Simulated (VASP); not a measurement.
The system is Cd.

```xyz
2
Lattice="0.0000 3.0400 3.0400 3.0400 0.0000 3.0400 3.0400 3.0400 0.0000" Properties=species:S:1:pos:R:3 pbc="T T T"
Cd    0.0000    0.0000    0.0000
Cd    1.5200    1.5200    1.5200
```

This isn't the form of Cd at room conditions, which is hcp.

- Program: VASP 6.6.1
- Task: relaxation of cell and atoms
- Functional: PBEsol
- Potentials or basis: VASP PAW PBE potentials, release 64 (Cd)
- Cutoff: 600 eV
- k mesh: 12 × 12 × 12
- Occupations: methfessel-paxton, width 0.1 eV
- Spin: no spin polarisation

At the start: pressure 7.1 GPa; volume 28.09 Å³/atom.

Task: Where does the relaxation end?

Result: Over 3 steps the energy falls by 103.6 meV/atom and the volume is 33.99 Å³/atom (+21.0 %); space group Fd-3m (No. 227, to 0.1 Å) before and after.

The path:
```csv
step,energy change (eV),largest force (eV/Å),pressure (GPa),volume (Å³)
1,0.0000,0.0000,7.14,56.19
2,-0.2067,0.0000,0.27,67.00
3,-0.2073,0.0000,-0.07,67.98
```

Final structure:
```yaml
crystal:
  lattice:
    - [0.00000, 3.23931, 3.23931]
    - [3.23931, 0.00000, 3.23931]
    - [3.23931, 3.23931, 0.00000]
  atoms:
    - { symbol: Cd, position: [0.00000, 0.00000, 0.00000] }
    - { symbol: Cd, position: [0.25000, 0.25000, 0.25000] }
```

Caveat: the volume moved by over 15 % at a fixed basis, so the end points are rough; the PAW data sets were made with another functional, which shifts forces and pressure a little.
